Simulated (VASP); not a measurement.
# Bi2C (P6_3/mmc) in VASP: a series of runs, part 2 of 2

VASP 6.6.1.

**3. Single point, PBE**

This run uses another cell than the first one, of 22.60 Å³/atom, 1.045 times its volume.

File INCAR:

```
SYSTEM = Bi2C
ALGO = Normal ; EDIFF = 1E-6
ENCUT = 520 ; GGA = PE
ISIF = 2 ; ISMEAR = 0
LASPH = .TRUE. ; LCHARG = .FALSE.
LREAL = .FALSE. ; LWAVE = .FALSE.
NBANDS = 43 ; NELM = 80
PREC = Accurate ; SIGMA = 0.1
```

File KPOINTS:

```
k-points
0
G
  6 6 2
  0 0 0
```

File POSCAR:

```
Bi2C
1.0
    3.5348897112      0.0000000000      0.0000000000
   -1.7674448556      3.0613042894      0.0000000000
    0.0000000000      0.0000000000     12.5325404037
Bi C
4 2
Direct
    0.3333333333      0.6666666667      0.6234545471
    0.6666666667      0.3333333333      0.1234545471
    0.3333333333      0.6666666667      0.8765454529
    0.6666666667      0.3333333333      0.3765454529
    0.3333333333      0.6666666667      0.2500000000
    0.6666666667      0.3333333333      0.7500000000
```

Potentials or basis: VASP PAW PBE potentials, release 64 (Bi_d, C).

The run is started by

```bash
$ cat potpaw_PBE.64/Bi_d/POTCAR potpaw_PBE.64/C/POTCAR > POTCAR
$ mpirun -np 1 vasp_std > vasp.out
```

OUTCAR:

```text
SYSTEM = Bi2C
   EDIFF = 1E-6
   ENCUT = 520
   GGA = PE
   ISIF = 2
   ISMEAR = 0
   LASPH = .TRUE.
   LREAL = .FALSE.
   NELM = 80
   PREC = Accurate

 ion  position               nearest neighbor table
   1  0.333  0.667  0.623-   6 2.58   6 2.58   6 2.58   3 3.17   4 3.71   4 3.71   4 3.71
   2  0.667  0.333  0.123-   5 2.58   5 2.58   5 2.58   4 3.17   3 3.71   3 3.71   3 3.71
   3  0.333  0.667  0.877-   6 2.58   6 2.58   6 2.58   1 3.17   2 3.71   2 3.71   2 3.71
   4  0.667  0.333  0.377-   5 2.58   5 2.58   5 2.58   2 3.17   1 3.71   1 3.71   1 3.71
[... 843 lines left out ...]
  -------------------------------------------------------------------------------------
  Total        0.0268749      0.0268749     -0.1247781      0.0000000     -0.0000000      0.0000000
  in kB        0.3174948      0.3174948     -1.4741014      0.0000000     -0.0000000      0.0000000
  external PRESSURE =      -0.2797039 kB  Pullay stress =       0.0000000 kB

 VOLUME and BASIS-vectors are now :
 -----------------------------------------------------------------------------
  energy-cutoff  :      520.00
  volume of cell :      135.62
      direct lattice vectors                 reciprocal lattice vectors
     3.534889711  0.000000000  0.000000000     0.282894257  0.163329076  0.000000000
    -1.767444856  3.061304289  0.000000000     0.000000000  0.326658151  0.000000000
     0.000000000  0.000000000 12.532540404     0.000000000  0.000000000  0.079792282

 POSITION                                       TOTAL-FORCE (eV/Angst)
 -----------------------------------------------------------------------------------
     -0.00000      2.04087      7.81347         0.000000      0.000000     -0.034603
      1.76744      1.02043      1.54720        -0.000000      0.000000     -0.034603
     -0.00000      2.04087     10.98534         0.000000      0.000000      0.034603
      1.76744      1.02043      4.71907        -0.000000     -0.000000      0.034603
     -0.00000      2.04087      3.13314         0.000000      0.000000      0.000000
      1.76744      1.02043      9.39941         0.000000     -0.000000      0.000000
 -----------------------------------------------------------------------------------
    total drift:                               -0.000000      0.000000      0.000000

  FREE ENERGIE OF THE ION-ELECTRON SYSTEM (eV)
  ---------------------------------------------------
  free  energy   TOTEN  =       -26.6811613328 eV

  energy  without entropy=      -26.6751546873  energy(sigma->0) =      -26.67815801
```

stdout:

```text
POSCAR found type information on POSCAR BiC
 POSCAR found :  2 types and       6 ions
 scaLAPACK will be used
 LDA part: xc-table for (Slater+PW92), standard interpolation
 POSCAR, INCAR and KPOINTS ok, starting setup
 FFT: planning ... GRIDC
 FFT: planning ... GRID_SOFT
 FFT: planning ... GRID
 WAVECAR not read
 entering main loop
```

Wall time 2 min (1 thread of Oxide Virtual Turin-like, shared host); peak memory 0.24 GiB.

Results:

| Quantity | Value |
| --- | --- |
| Free energy | -26.6812 eV |
| Pressure | 0.0 GPa |
| Largest force | 0.035 eV/Å |
| Band gap on the k mesh | zero (band 34 reaches 9.71 eV, above the bottom of band 35 at 7.40 eV) |

Forces in eV/Å, atoms in the order of the input:
```
Bi   0.000  0.000 -0.035
Bi   0.000  0.000 -0.035
Bi   0.000  0.000  0.035
Bi   0.000  0.000  0.035
C    0.000  0.000  0.000
C    0.000  0.000  0.000
```

Stress tensor (GPa, compression positive):
```
 0.03  0.00  0.00
 0.00  0.03  0.00
 0.00  0.00 -0.15
```

Caveat: spin-orbit coupling is left out, which moves the levels of the heavy elements.

**4. Single point, PBE**

This run uses another cell than the first one, of 22.92 Å³/atom, 1.060 times its volume.

File INCAR:

```
PREC = Accurate
ENCUT = 520
EDIFF = 1E-6
ISMEAR = 0
SIGMA = 0.1
LREAL = F
LASPH = T
NELM = 60
ALGO = Normal
ISIF = 2
LWAVE = F
LCHARG = T
GGA = PE
LELF = T
LVHAR = T
NBANDS = 43
```

File KPOINTS:

```
Automatic mesh
0
Gamma
  12 12 4
```

File POSCAR:

```
Bi2C
1.0
    3.5196365108      0.0000000000      0.0000000000
   -1.7598182554      3.0480946304      0.0000000000
    0.0000000000      0.0000000000     12.8201921494
Bi C
4 2
Direct
    0.3333333333      0.6666666667      0.6255329228
    0.6666666667      0.3333333333      0.1255329228
    0.3333333333      0.6666666667      0.8744670772
    0.6666666667      0.3333333333      0.3744670772
    0.3333333333      0.6666666667      0.2500000000
    0.6666666667      0.3333333333      0.7500000000
```

The run is started by

```bash
$ cat potpaw_PBE.64/Bi_d/POTCAR potpaw_PBE.64/C/POTCAR > POTCAR
$ mpirun -np 1 vasp_std > vasp.out
```

It took 12 min on 1 thread of Oxide Virtual Turin-like, shared host; peak memory 0.39 GiB.

Results (log left out):

```yaml
Free_energy: -26.5745 eV
Pressure: 0.0 GPa
Largest_force: 0.012 eV/Å
Band_gap_on_the_k_mesh: zero (band 34 reaches 9.95 eV, above the bottom of band 35 at 7.18 eV)
```

Forces on the atoms (eV/Å):
```
Bi   0.000  0.000 -0.012
Bi   0.000  0.000 -0.012
Bi   0.000  0.000  0.012
Bi   0.000  0.000  0.012
C    0.000  0.000  0.000
C    0.000  0.000  0.000
```

Levels at points of the mesh, in eV from the Fermi level:
```csv
k point,band 30,band 31,band 32,band 33,band 34,band 35,band 36,band 37,band 38,band 39
"(0.00, 0.00, 0.00)",-0.63,-0.63,-0.60,-0.60,1.49,3.13,4.09,4.09,4.30,4.30
"(0.50, 0.00, 0.00)",-3.20,-2.43,-2.27,-2.12,-0.56,-0.25,1.26,1.45,2.02,2.45
"(0.00, 0.00, 0.50)",-0.62,-0.62,-0.62,0.65,0.65,4.15,4.15,4.15,4.15,4.19
"(0.50, 0.00, 0.50)",-3.94,-2.20,-2.20,-1.62,-1.62,0.69,0.69,1.85,1.85,2.34
```

Caveat: spin-orbit coupling is left out, which moves the levels of the heavy elements; this functional lacks dispersion, which binds the layers, so the pressure and a relaxed spacing across them are unreliable.

**5. Relaxation of cell and atoms, PBE**

File INCAR:

```
SYSTEM = Bi2C
  PREC = Accurate
  ENCUT = 600
  EDIFF = 1E-6
  ISMEAR = 0
  SIGMA = 0.1
  LREAL = .False.
  LASPH = .True.
  NELM = 100
  ALGO = Normal
  ISIF = 3
  LWAVE = .False.
  LCHARG = .False.
  GGA = PE
  IBRION = 2
  NSW = 90
  EDIFFG = -0.04
```

File KPOINTS:

```
regular mesh
0
Gamma
  6 6 2
  0 0 0
```

File POSCAR:

```
Bi2C
1.0
    3.3777314871      0.0000000000      0.0000000000
   -1.6888657436      2.9252012750      0.0000000000
    0.0000000000      0.0000000000     13.1379903805
Bi C
4 2
Direct
    0.3333333333      0.6666666667      0.6275000000
    0.6666666667      0.3333333333      0.1275000000
    0.3333333333      0.6666666667      0.8725000000
    0.6666666667      0.3333333333      0.3725000000
    0.3333333333      0.6666666667      0.2500000000
    0.6666666667      0.3333333333      0.7500000000
```

The run is started by

```bash
$ cat potpaw_PBE.64/Bi_d/POTCAR potpaw_PBE.64/C/POTCAR > POTCAR
$ mpirun -np 1 vasp_std > vasp.out
```

It took 15 min on 1 thread of Oxide Virtual Turin-like, shared host; peak memory 0.29 GiB.

It converged, with:

* Free energy: -26.6792 eV
* Relaxed volume: 22.58 Å³/atom
* Relaxed cell: a = 3.536 Å, b = 3.536 Å, c = 12.517 Å, α = 90.00°, β = 90.00°, γ = 120.00°
* Space group after relaxing (to 0.05 Å): P6_3/mmc (No. 194)
* Energy gained by relaxing: 60.8 meV/atom
* Ionic steps: 10
* Pressure after relaxing: 0.0 GPa
* Largest force after relaxing: 0.007 eV/Å
* Band gap on the k mesh: zero (band 34 reaches 9.74 eV, above the bottom of band 35 at 7.40 eV)

Forces in eV/Å, atoms in the order of the input:
```
Bi   0.000  0.000 -0.007
Bi   0.000  0.000 -0.007
Bi   0.000  0.000  0.007
Bi   0.000  0.000  0.007
C    0.000  0.000  0.000
C    0.000  0.000  0.000
```

Stress tensor (GPa, compression positive):
```
 0.05  0.00  0.00
 0.00  0.05  0.00
 0.00  0.00 -0.12
```

The path:
```tsv
step	energy change (eV)	largest force (eV/Å)	pressure (GPa)	volume (Å³)
1	0.0000	0.0437	5.04	129.81
2	-0.2901	0.0306	-2.29	142.81
3	-0.3041	0.0192	-1.22	140.32
4	-0.3230	0.4462	0.33	137.82
5	-0.3250	0.3441	-0.07	138.40
6	-0.3436	0.2725	0.06	137.27
7	-0.3608	0.0201	0.75	133.89
8	-0.3628	0.0982	0.53	134.79
9	-0.3602	0.1303	-0.80	136.64
10	-0.3646	0.0073	-0.01	135.51
```

Final structure:
```yaml
crystal:
  lattice:
    - [3.53565, 0.00000, 0.00000]
    - [-1.76783, 3.06196, 0.00000]
    - [0.00000, 0.00000, 12.51680]
  atoms:
    - { symbol: Bi, position: [0.33333, 0.66667, 0.62318] }
    - { symbol: Bi, position: [0.66667, 0.33333, 0.12318] }
    - { symbol: Bi, position: [0.33333, 0.66667, 0.87682] }
    - { symbol: Bi, position: [0.66667, 0.33333, 0.37682] }
    - { symbol: C, position: [0.33333, 0.66667, 0.25000] }
    - { symbol: C, position: [0.66667, 0.33333, 0.75000] }
```

Levels at points of the mesh, in eV from the Fermi level:
| k point | band 32 | band 33 | band 34 | band 35 | band 36 | band 37 |
| --- | --- | --- | --- | --- | --- | --- |
| (0.00, 0.00, 0.00) | -0.66 | -0.46 | 1.54 | 3.17 | 3.90 | 3.90 |
| (0.50, 0.00, 0.00) | -2.36 | -2.17 | -0.42 | -0.29 | 1.23 | 1.24 |
| (0.00, 0.00, 0.50) | -0.69 | 0.70 | 0.70 | 3.95 | 3.95 | 3.95 |
| (0.50, 0.00, 0.50) | -2.27 | -1.63 | -1.63 | 0.70 | 0.70 | 1.71 |

Caveat: spin-orbit coupling is left out, which moves the levels of the heavy elements; this functional lacks dispersion, which binds the layers, so the pressure and a relaxed spacing across them are unreliable.

**6. The runs side by side**

```tsv
task	cell	k mesh	cutoff (eV)	gap on the mesh (eV)	pressure (GPa)	largest force (eV/Å)
single point	a = 3.378, b = 3.378, c = 13.138 Å, angles 90.0, 90.0, 120.0°, 6 atoms	6 × 6 × 2	520	none	5.0	0.04
single point	a = 3.535, b = 3.535, c = 12.533 Å, angles 90.0, 90.0, 120.0°, 6 atoms	6 × 6 × 2	520	none	0.0	0.03
single point	a = 3.520, b = 3.520, c = 12.820 Å, angles 90.0, 90.0, 120.0°, 6 atoms	12 × 12 × 4	520	none	0.0	0.01
relaxation of cell and atoms	relaxed from a = 3.378, b = 3.378, c = 13.138 Å, angles 90.0, 90.0, 120.0°, 6 atoms	6 × 6 × 2	600	none	0.0	0.01
```

Alike in all rows: level PBE; potentials or basis VASP PAW PBE potentials, release 64 (Bi_d, C); no spin polarisation; smearing gaussian 0.1 eV.

Caveats: spin-orbit coupling is left out, which moves the levels of the heavy elements; this functional lacks dispersion, which binds the layers, so the pressure and a relaxed spacing across them are unreliable (some runs).

Absolute energies hang on the potentials; compare differences alone.
